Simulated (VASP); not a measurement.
# C in VASP: further runs

C is run at these levels: PBE+D3(BJ); tasks: single point.

Program: VASP 6.6.1. These are calculated values, not measurements. Logs are shortened: lines on timing, memory, paths and dates and some standing lists are left out, and cuts for length are marked.

### 1 The cell of the first run

The cell holds a slab with vacuum, 2 atoms: a = 2.376 Å, b = 2.376 Å, c = 26.002 Å, α = 90.00°, β = 90.00°, γ = 120.00°.

### 2 Single point, PBE+D3(BJ)

Contents of INCAR:

```
SYSTEM = C
  PREC = Accurate
  ENCUT = 520
  EDIFF = 1E-6
  ISMEAR = 0
  SIGMA = 0.1
  LREAL = .FALSE.
  LASPH = .TRUE.
  NELM = 100
  ALGO = Normal
  ISIF = 2
  LWAVE = .FALSE.
  LCHARG = .FALSE.
  LDIPOL = .TRUE.
  IDIPOL = 3
  DIPOL = 0.5 0.5 0.500
  GGA = PE
  IVDW = 12
  NBANDS = 11
```

Contents of KPOINTS:

```
regular mesh
0
G
  21 21 1
  0 0 0
```

Contents of POSCAR:

```
C
1.0
    2.3760000000      0.0000000000      0.0000000000
   -1.1880000000      2.0576763594      0.0000000000
    0.0000000000      0.0000000000     26.0024170307
C
2
Direct
    0.6666666667      0.3333333333      0.5137294929
    0.3333333333      0.6666666667      0.4862705071
```

Potentials or basis: VASP PAW PBE potentials, release 64 (C).

Command:

```sh
> cat potpaw_PBE.64/C/POTCAR > POTCAR
> mpirun -np 1 vasp_std > vasp.out
```

OUTCAR:

```text
SYSTEM = C
   PREC = Accurate
   ENCUT = 520
   EDIFF = 1E-6
   ISMEAR = 0
   LREAL = .FALSE.
   LASPH = .TRUE.
   NELM = 100
   ISIF = 2
   GGA = PE
   IVDW = 12
 IVDW          = 12

 ion  position               nearest neighbor table
   1  0.667  0.333  0.514-   2 1.55   2 1.55   2 1.55
   2  0.333  0.667  0.486-   1 1.55   1 1.55   1 1.55

  LATTYP: Found a hexagonal cell.
 ALAT       =     2.3760000000
 C/A-ratio  =    10.9437782116

  Lattice vectors:

 A1 = (   2.3760000000,   0.0000000000,   0.0000000000)
 A2 = (  -1.1880000000,   2.0576763594,   0.0000000000)
 A3 = (   0.0000000000,   0.0000000000,  26.0024170307)

Analysis of symmetry for initial positions (statically):
=====================================================================
 Subroutine PRICEL returns:
 Original cell was already a primitive cell.

 Routine SETGRP: Setting up the symmetry group for a
 hexagonal supercell.

 Subroutine GETGRP returns: Found 12 space group operations
 (whereof 12 operations were pure point group operations)
 out of a pool of 24 trial point group operations.

The static configuration has the point symmetry D_3d.

Analysis of symmetry for dynamics (positions and initial velocities):
=====================================================================
 Subroutine PRICEL returns:
 Original cell was already a primitive cell.

 Routine SETGRP: Setting up the symmetry group for a
 hexagonal supercell.

 Subroutine GETGRP returns: Found 12 space group operations
 (whereof 12 operations were pure point group operations)
 out of a pool of 24 trial point group operations.

The dynamic configuration has the point symmetry D_3d.

 Subroutine INISYM returns: Found 12 space group operations
 (whereof 12 operations are pure point group operations),
 and found     1 'primitive' translations

----------------------------------------------------------------------------------------

                                     Primitive cell

  volume of cell :     127.1268

  direct lattice vectors                    reciprocal lattice vectors
     2.376000000  0.000000000  0.000000000     0.420875421  0.242992538  0.000000000
    -1.188000000  2.057676359  0.000000000     0.000000000  0.485985075  0.000000000
     0.000000000  0.000000000 26.002417031     0.000000000  0.000000000  0.038457963

  length of vectors
     2.376000000  2.376000000 26.002417031     0.485985075  0.485985075  0.038457963

  position of ions in fractional coordinates (direct lattice)
     0.666666667  0.333333333  0.513729493
     0.333333333  0.666666667  0.486270507

  ion indices of the primitive-cell ions
   primitive index   ion index
                 1           1
                 2           2

----------------------------------------------------------------------------------------

 KPOINTS: regular mesh

Automatic generation of k-mesh.
 Grid dimensions read from file:
 generate k-points for:   21   21    1

 Generating k-lattice:

  Cartesian coordinates                     Fractional coordinates (reciprocal lattice)
     0.020041687  0.011571073  0.000000000     0.047619048 -0.000000000  0.000000000
     0.000000000  0.023142146  0.000000000     0.000000000  0.047619048  0.000000000
     0.000000000  0.000000000  0.038457963     0.000000000  0.000000000  1.000000000

  Length of vectors
     0.023142146  0.023142146  0.038457963

  Shift w.r.t. Gamma in fractional coordinates (k-lattice)
     0.000000000  0.000000000  0.000000000

 Subroutine IBZKPT returns following result:
 ===========================================

 Found     48 irreducible k-points:

 Following reciprocal coordinates:
            Coordinates               Weight
  0.000000  0.000000  0.000000      1.000000
  0.047619  0.000000  0.000000      6.000000
  0.095238  0.000000  0.000000      6.000000
  0.142857 -0.000000  0.000000      6.000000
  0.190476  0.000000  0.000000      6.000000
  0.238095  0.000000  0.000000      6.000000
[... 16 lines left out ...]
  0.142857  0.095238  0.000000     12.000000
  0.190476  0.095238  0.000000     12.000000
 [... further k-points ...]
   k-points           NKPTS =     48   k-points in BZ     NKDIM =     48   number of bands    NBANDS=     11
   number of dos      NEDOS =    301   number of ions     NIONS =      2
   total plane-waves  NPLWV =  63504
   dimension x,y,z NGX =    18 NGY =   18 NGZ =  196
   dimension x,y,z NGXF=    36 NGYF=   36 NGZF=  392
   ions per type =               2
   NGX,Y,Z   is equivalent  to a cutoff of  12.59, 12.59, 12.53 a.u.
   NGXF,Y,Z  is equivalent  to a cutoff of  25.19, 25.19, 25.06 a.u.
 SYSTEM =  C
   PREC   = accura    normal or accurate (medium, high low for compatibility)
   ISTART =      0    job   : 0-new  1-cont  2-samecut
   ICHARG =      2    charge: 1-file 2-atom 10-const
   ISPIN  =      1    spin polarized calculation?
   LNONCOLLINEAR =      F non collinear calculations
   LSORBIT =      F    spin-orbit coupling
   LASPH  =      T    aspherical Exc in radial PAW
   ENCUT  =  520.0 eV  38.22 Ry    6.18 a.u.   4.42  4.42 48.35*2*pi/ulx,y,z
   NELM   =    100;   NELMIN=  2; NELMDL= -5     # of ELM steps
   EDIFF  = 0.1E-05   stopping-criterion for ELM
   LREAL  =      F    real-space projection
   EDIFFG = 0.1E-04   stopping-criterion for IOM
   NSW    =      0    number of steps for IOM
   IBRION =     -1    ionic relax: 0-MD 1-quasi-New 2-CG
   NFREE  =      0    steps in history (QN), initial steepest desc. (CG)
   ISIF   =      2    stress and relaxation
   ISYM   =      2    0-nonsym 1-usesym 2-fastsym
   POTIM  = 0.5000    time-step for ionic-motion
   TEBEG  =    0.0;   TEEND  =   0.0 temperature during run
   PSTRESS=    0.0 pullay stress
   NELECT =       8.0000    total number of electrons
   NUPDOWN=      -1.0000    fix difference up-down
   EMIN   =  10.00;   EMAX   =-10.00  energy-range for DOS
   EFERMI =   0.00;   METHOD = LEGACY
   ISMEAR =     0;   SIGMA  =   0.10  broadening in eV -4-tet -1-fermi 0-gaus
   EFERMI_NEDOS =   21; number of points for ismear=-14 and -15
   IALGO  =     38    algorithm
   IMIX   =      4    mixing-type and parameters
     AMIX     =   0.40;   BMIX     =  1.00
     AMIX_MAG =   1.60;   BMIX_MAG =  1.00
  volume/ion in A,a.u.               =      63.56       428.95
  Fermi-wavevector in a.u.,A,eV,Ry     =   0.651167  1.230527  5.769122  0.424019
  Thomas-Fermi vector in A             =   1.720680
   LORBIT       =      0    0 simple, 1 ext, 2 COOP (PROOUT), +10 PAW based schemes
   GGA     = PE    functional components
   LHFCALC =     F    Hartree Fock is set to
   AEXX    =    0.0000 exact exchange contribution
   IVDW    =    12    specifies the selected vdW correction
   LEPSILON=     F    determine dielectric tensor
   LRPA    =     F    only Hartree local field effects (RPA)
 non-spin polarized calculation
 Gauss-broadening in eV      SIGMA  =   0.10
  energy-cutoff  :      520.00
  volume of cell :      127.13
 maximum number of plane-waves:      3511
 NGX is ok and might be reduce to    18
   NGX =  9   NGY =  9   NGZ = 97

 dipolmoment           0.000000      0.000000      0.000000 electrons x Angstroem

 number of electron       8.0000002 magnetization

 dipolmoment           0.000000      0.000000     -0.000000 electrons x Angstroem

 Free energy of the ion-electron system (eV)
  ---------------------------------------------------
  ext. energy  EPLUGINS =         0.00000000
  ---------------------------------------------------
  free energy    TOTEN  =       -13.97734697 eV

  energy without entropy =      -13.96928011  energy(sigma->0) =      -13.97331354

 E-fermi :  -3.2911     XC(G=0):  -1.8700

 val. band max:       -3.3029311370   @ k =   0.3810   0.2381   0.0000
 cond. band min:      -3.2609154724   @ k =   0.0476   0.0000   0.0000
 fundamental gap:      0.0420156646
 Fermi energy:        -3.2910533735

 k-point     1 :       0.0000    0.0000    0.0000
  band No.  band energies     occupation
      1     -22.1783      2.00000
      2     -10.9870      2.00000
      3      -3.3125      1.23849
      4      -2.3471      0.00000
      5      -2.3471      0.00000
      6       0.9608      0.00000
      7       1.1994      0.00000
      8       1.5668      0.00000
      9       1.7696      0.00000
     10       2.6150      0.00000
     11       2.9859      0.00000

 k-point     2 :       0.0476    0.0000    0.0000
  band No.  band energies     occupation
      1     -22.1166      2.00000
      2     -10.9240      2.00000
      3      -3.2609      0.66995
      4      -2.6435      0.00000
      5      -2.4836      0.00000
      6       1.0409      0.00000
      7       1.2783      0.00000
      8       1.6436      0.00000
      9       1.8500      0.00000
     10       2.6901      0.00000
     11       3.0661      0.00000

 k-point     3 :       0.0952    0.0000    0.0000
  band No.  band energies     occupation
      1     -21.9318      2.00000
      2     -10.7358      2.00000
      3      -3.4569      1.98100
      4      -3.1096      0.01030
      5      -2.8511      0.00000
      6       1.2804      0.00000
      7       1.5146      0.00000
      8       1.8733      0.00000
      9       2.0907      0.00000
     10       2.9136      0.00000
     11       3.3059      0.00000
[... 267 lines left out ...]
 k-point    23 :       0.1429    0.0952    0.0000
  band No.  band energies     occupation
      1     -21.0116      2.00000
      2      -9.8215      2.00000
      3      -6.1824      2.00000
      4      -4.6260      2.00000
      5      -2.4635      0.00000
      6       2.4705      0.00000
      7       2.6700      0.00000
      8       2.9981      0.00000
      9       3.2914      0.00000
     10       3.9787      0.00000
     11       4.4997      0.00000

 k-point    24 :       0.1905    0.0952    0.0000
  band No.  band energies     occupation
      1     -20.4631      2.00000
      2      -9.3217      2.00000
      3      -7.4778      2.00000
      4      -5.2858      2.00000
      5      -2.1867      0.00000
      6       3.1792      0.00000
      7       3.3007      0.00000
      8       3.6508      0.00000
      9       4.0099      0.00000
     10       4.5264      0.00000
     11       5.2104      0.00000

 [... further k-points ...]

------------------------ aborting loop because EDIFF is reached ----------------------------------------

 vacuum level on the upper side and lower side of the slab       (xc-potential included)        -0.009        -0.009

 Edisp (eV)   -0.17356

 E8    (eV) :    -0.0542

  FORCE on cell =-STRESS in cart. coord.  units (eV):
  Direction    XX          YY          ZZ          XY          YZ          ZX
  --------------------------------------------------------------------------------------
  -------------------------------------------------------------------------------------
  Total       4.52431     4.52431    -7.35552     0.00000     0.00000    -0.00000
  in kB      57.01979    57.01979   -92.70144     0.00000     0.00000    -0.00000
  external pressure =        7.11 kB  Pullay stress =        0.00 kB

 VOLUME and BASIS-vectors are now :
 -----------------------------------------------------------------------------
  energy-cutoff  :      520.00
  volume of cell :      127.13
      direct lattice vectors                 reciprocal lattice vectors
     2.376000000  0.000000000  0.000000000     0.420875421  0.242992538  0.000000000
    -1.188000000  2.057676359  0.000000000     0.000000000  0.485985075  0.000000000
     0.000000000  0.000000000 26.002417031     0.000000000  0.000000000  0.038457963

 POSITION                                       TOTAL-FORCE (eV/Angst)
 -----------------------------------------------------------------------------------
      1.18800      0.68589     13.35821        -0.000000      0.000000    -10.285319
     -0.00000      1.37178     12.64421         0.000000     -0.000000     10.285319
 -----------------------------------------------------------------------------------
    total drift:                                0.000000      0.000000     -0.000000

  FREE ENERGIE OF THE ION-ELECTRON SYSTEM (eV)
  ---------------------------------------------------
  free  energy   TOTEN  =       -14.1509029579 eV

  energy  without entropy=      -14.1428360969  energy(sigma->0) =      -14.14686953

 vacuum level on the upper side and lower side of the slab         1.242         1.242
```

It took 2.3 min on 1 thread of Intel Xeon 8259CL, shared host; peak memory 0.26 GiB.

What came out:

```
Free energy                : -14.1509 eV
Largest force              : 10.285 eV/Å
Band gap on the k mesh     : zero (bands 4 and 5 overlap by 1.46 eV)
Dispersion energy per atom : -0.087 eV
```

Forces on the atoms (eV/Å):
```
C     0.000   0.000 -10.285
C     0.000   0.000  10.285
```

### 3 Single point, PBE+D3(BJ)

Contents of INCAR:

```
ALGO = Normal ; DIPOL = 0.5 0.5 0.500
EDIFF = 1E-6 ; ENCUT = 520
GGA = PE ; IDIPOL = 3
ISIF = 2 ; ISMEAR = 0
IVDW = 12 ; LASPH = T
LCHARG = F ; LDIPOL = T
LREAL = F ; LWAVE = F
NBANDS = 11 ; NELM = 80
PREC = Accurate ; SIGMA = 0.1
```

Contents of KPOINTS:

```
k-points
0
Gamma
  21 21 1
```

Contents of POSCAR:

```
C
1.0
    2.3760000000      0.0000000000      0.0000000000
   -1.1880000000      2.0576763594      0.0000000000
    0.0000000000      0.0000000000     26.0024170307
C
2
Direct
    0.6666666667      0.3333333333      0.5192289817
    0.3333333333      0.6666666667      0.4807710183
```

Potentials or basis: VASP PAW PBE potentials, release 64 (C).

Command:

```sh
> cat potpaw_PBE.64/C/POTCAR > POTCAR
> mpirun -np 1 vasp_std > vasp.out
```

It took 2 min on 1 thread of Intel Xeon 8259CL, shared host; peak memory 0.26 GiB.

The run converged. Its results:

| Quantity | Value |
| --- | --- |
| Free energy | -11.6634 eV |
| Largest force | 6.829 eV/Å |
| Band gap on the k mesh | zero (bands 4 and 5 overlap by 3.55 eV) |
| Dispersion energy per atom | -0.092 eV |

Forces on the atoms (eV/Å):
```
C    0.000  0.000 -6.829
C    0.000  0.000  6.829
```

Levels at points of the mesh, in eV from the Fermi level:
| k point | band 1 | band 2 | band 3 | band 4 | band 5 | band 6 | band 7 | band 8 | band 9 |
| --- | --- | --- | --- | --- | --- | --- | --- | --- | --- |
| (0.00, 0.00, 0.00) | -17.70 | -7.54 | -1.09 | 2.96 | 2.96 | 5.88 | 6.18 | 6.53 | 6.79 |
